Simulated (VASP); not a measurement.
Crystal: GaSi2Ir3.

```
Ir Ga Si
1.0
     2.85121    4.93843    0.00000
    -2.85121    4.93843    0.00000
     0.00000    0.00000    3.37854
Ir Ga Si
3 1 2
Direct
  0.50000 0.50000 0.50000
  0.50000 0.00000 0.50000
  0.00000 0.50000 0.50000
  0.00000 0.00000 0.00000
  0.33330 0.33340 0.00000
  0.66660 0.66670 0.00000
```

```yaml
Program: VASP 6.6.1
Task: relaxation of cell and atoms
Functional: PBEsol
Potentials_or_basis: VASP PAW PBE potentials, release 64 (Ir, Ga_d, Si)
Cutoff: 600 eV
k_mesh: 4 × 4 × 5
Occupations: fermi-dirac, width 0.1 eV
Spin: no spin polarisation
```

At the start: pressure 5.1 GPa; volume 15.86 Å³/atom.

How do energy, volume and symmetry change on relaxing?

Over 8 steps the energy falls by 87.3 meV/atom and the volume is 15.81 Å³/atom (-0.3 %); space group P6/mmm (No. 191, to 0.1 Å) before and after.

Step by step:
| step | energy change (eV) | largest force (eV/Å) | pressure (GPa) | volume (Å³) |
| --- | --- | --- | --- | --- |
| 1 | 0.0000 | 0.0025 | 5.13 | 95.14 |
| 2 | -0.1898 | 0.0005 | -10.94 | 102.09 |
| 3 | -0.2471 | 0.0009 | -6.39 | 99.73 |
| 4 | -0.5191 | 0.0006 | -1.79 | 95.75 |
| 5 | -0.5202 | 0.0006 | -1.48 | 95.54 |
| 6 | -0.5172 | 0.0005 | 1.78 | 94.17 |
| 7 | -0.5239 | 0.0005 | -0.13 | 94.95 |
| 8 | -0.5240 | 0.0004 | -0.01 | 94.88 |

Final structure:
```yaml
crystal:
  lattice:
    - [2.72352, 4.71734, 0.00000]
    - [-2.72352, 4.71734, 0.00000]
    - [0.00000, 0.00000, 3.69249]
  atoms:
    - { symbol: Ir, position: [0.50001, 0.49999, 0.50000] }
    - { symbol: Ir, position: [0.49999, 0.00003, 0.50000] }
    - { symbol: Ir, position: [0.99997, 0.50001, 0.50000] }
    - { symbol: Ga, position: [0.99999, 0.00001, 0.00000] }
    - { symbol: Si, position: [0.33330, 0.33337, 0.00000] }
    - { symbol: Si, position: [0.66663, 0.66670, 0.00000] }
```

Caveat: the k points lie up to 0.34 Å⁻¹ apart in the final cell, too coarse for converged energies and pressures of a metal; the PAW data sets were made with another functional, which shifts forces and pressure a little.
